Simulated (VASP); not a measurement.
Set up this calculation in VASP 6.6.1, as the native input.

- Task: single point
- Functional: PBE
- Potentials or basis: VASP PAW PBE potentials, release 64 (Pd, Pb_d, La)
- Cutoff: 520 eV
- k mesh: 2 × 2 × 3
- Occupations: methfessel-paxton, width 0.15 eV
- Spin: no spin polarisation
- Dipole correction: no
- Further INCAR settings: ALGO = Normal; EDIFF = 1e-06; NBANDS = 67

The structure of La2Pd2Pb lies in POSCAR:

```
La2Pd2Pb
1.0
    6.7798500000      0.5714380000      0.0341630000
    0.8933620000      6.8569780000      0.4117780000
    0.3013860000     -1.0260820000      5.5525320000
Pd Pb La
4 2 4
Direct
    0.2927109240      0.0894409429      0.1503610072
    0.2885368040      0.7317086996      0.0100336517
    0.5572245091      0.8196002823      0.3448490120
    0.4531629618      0.3916234818      0.1608089174
    0.0100933369      0.4556154908      0.1630338638
    0.5023963149      0.2710676752      0.6953600501
    0.8235573306      0.1285931727      0.2709866366
    0.6691627110      0.8499389544      0.8316379323
    0.1753220334     -0.0086558710      0.6616854744
    0.1012159877      0.5292727427      0.6681319958
```

These files were run (other wordings do the same):

INCAR

```
ALGO = Normal ; EDIFF = 1E-6
ENCUT = 520 ; GGA = PE
ISIF = 2 ; ISMEAR = 1
LASPH = True ; LCHARG = False
LREAL = False ; LWAVE = False
NBANDS = 67 ; NELM = 100
PREC = Accurate ; SIGMA = 0.15
```

KPOINTS

```
k-points
0
Gamma
  2 2 3
```

Potentials or basis: VASP PAW PBE potentials, release 64 (Pd, Pb_d, La).

Launch:

```console
$ cat potpaw_PBE.64/Pd/POTCAR potpaw_PBE.64/Pb_d/POTCAR potpaw_PBE.64/La/POTCAR > POTCAR
$ mpirun -np 1 vasp_std > vasp.out
```

Results of the run:

| Property | Result |
| --- | --- |
| Pressure | 7.9 GPa |
| Largest force | 1.798 eV/Å |
| Band gap on the k mesh | zero (bands 56 and 57 overlap by 0.03 eV) |

Caveat: the k points lie up to 0.47 Å⁻¹ apart; spin-orbit coupling is left out, which moves the levels of the heavy elements.

It took 6.4 min on 1 thread of Intel(R) Xeon(R) Platinum 8375C CPU @ 2.90GHz (Ice Lake), with other jobs on the host, peak memory 0.41 GiB.
